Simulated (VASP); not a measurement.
Input of a VASP 6.6.1 run:

The input INCAR:

```
ALGO = Normal ; EDIFF = 1E-7
ENCUT = 520 ; GGA = PE
ISIF = 2 ; ISMEAR = 0
LASPH = T ; LCHARG = F
LREAL = F ; LWAVE = F
NBANDS = 26 ; NELM = 100
PREC = Accurate ; SIGMA = 0.05
```

Contents of KPOINTS:

```
k-points
0
Gamma
  12 12 6
```

The input POSCAR:

```
ZnO
1.0
    3.4620345017      0.0000000000      0.0000000000
   -1.7310172508      2.9982098273      0.0000000000
    0.0000000000      0.0000000000      4.7496165535
Zn O
2 2
Direct
    0.3333333333      0.6666666667      0.0015026883
    0.6666666667      0.3333333333      0.5015026883
    0.3333333333      0.6666666667      0.3805973117
    0.6666666667      0.3333333333      0.8805973117
```

Potentials or basis: VASP PAW PBE potentials, release 64 (Zn, O).

Run with:

```console
$ cat potpaw_PBE.64/Zn/POTCAR potpaw_PBE.64/O/POTCAR > POTCAR
$ mpirun -np 1 vasp_std > vasp.out
```

Q: What does it give for the largest force?

A: 2.365 eV/Å.

Q: What does it give for the pressure?

A: 6.5 GPa.

Q: Predict the band gap on the k mesh.

A: 0.73 eV, direct.

Stress tensor (GPa, compression positive):
```
-6.98  0.00  0.00
 0.00 -6.98  0.00
 0.00  0.00 33.55
```

Caveat: forces of over 1 eV/Å act on the atoms, so gaps and moduli don't describe the material at rest.
